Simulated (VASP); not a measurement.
Write the native input for VASP 6.6.1 that does the following.

```yaml
Task: relaxation of cell and atoms
Functional: PBE
Potentials_or_basis: VASP PAW PBE potentials, release 64 (Al, Nb_sv, Pb_d)
Cutoff: 600 eV
k_mesh: 4 × 4 × 4
Occupations: gaussian, width 0.1 eV
Spin: no spin polarisation
Dipole_correction: no
Further_INCAR_settings: ALGO = Normal; EDIFF = 1e-06; IBRION = 2; EDIFFG = -0.04; NSW = 90; ISIF = 3
```

The structure of NbAl3Pb lies in POSCAR:

```
NbAl3Pb
1.0
    2.9938111000     -3.0299491442      0.0000000000
    2.9938111000      3.0299491442      0.0000000000
    0.0000000000      0.0000000000      4.2654185306
Al Nb Pb
3 1 1
Direct
    0.0000000000      0.0000000000      0.0000000000
    0.0000000000      0.5000000000      0.5000000000
    0.5000000000      0.0000000000      0.5000000000
    0.0000000000      0.0000000000      0.5000000000
    0.5000000000      0.5000000000      0.0000000000
```

These files were run (other wordings do the same):

INCAR

```
SYSTEM = NbAl3Pb
PREC     = Accurate       ! precision mode
ENCUT    = 600            ! plane-wave cutoff, eV
EDIFF    = 1E-6           ! SCF threshold, eV
ISMEAR   = 0              ! smearing method
SIGMA    = 0.1            ! smearing width, eV
LREAL    = .False.        ! projectors in reciprocal space
LASPH    = .True.         ! aspherical terms in the spheres
NELM     = 60             ! most SCF steps
ALGO     = Normal         ! electronic algorithm
ISIF     = 3              ! what is computed and relaxed
LWAVE    = .False.        ! write WAVECAR
LCHARG   = .False.        ! write CHGCAR
GGA      = PE             ! functional
IBRION   = 2              ! ionic algorithm
NSW      = 90             ! ionic steps
EDIFFG   = -0.04          ! ionic threshold
```

KPOINTS

```
Automatic mesh
0
Gamma
  4 4 4
  0 0 0
```

Potentials or basis: VASP PAW PBE potentials, release 64 (Al, Nb_sv, Pb_d).

The run is started by

```bash
$ cat potpaw_PBE.64/Al/POTCAR potpaw_PBE.64/Nb_sv/POTCAR potpaw_PBE.64/Pb_d/POTCAR > POTCAR
$ mpirun -np 1 vasp_std > vasp.out
```

It gave:

- Relaxed volume: 26.09 Å³/atom
- Relaxed cell: a = 5.072 Å, b = 5.072 Å, c = 5.072 Å, α = 90.00°, β = 90.00°, γ = 90.74°
- Space group after relaxing (to 0.05 Å): Cmmm (No. 65)
- Energy gained by relaxing: 1488.9 meV/atom
- Ionic steps: 5
- Pressure after relaxing: 0.0 GPa
- Band gap on the k mesh: zero (band 18 reaches 5.31 eV, above the bottom of band 19 at 4.31 eV)

Caveat: the k points lie up to 0.31 Å⁻¹ apart in the final cell; the volume moved by over 15 % at a fixed basis, so the end points are rough; spin-orbit coupling is left out, which moves the levels of the heavy elements.

Run time: 2.7 min on 1 thread of Intel(R) Xeon(R) Platinum 8488C (Sapphire Rapids), on a shared host, peak memory 0.23 GiB.
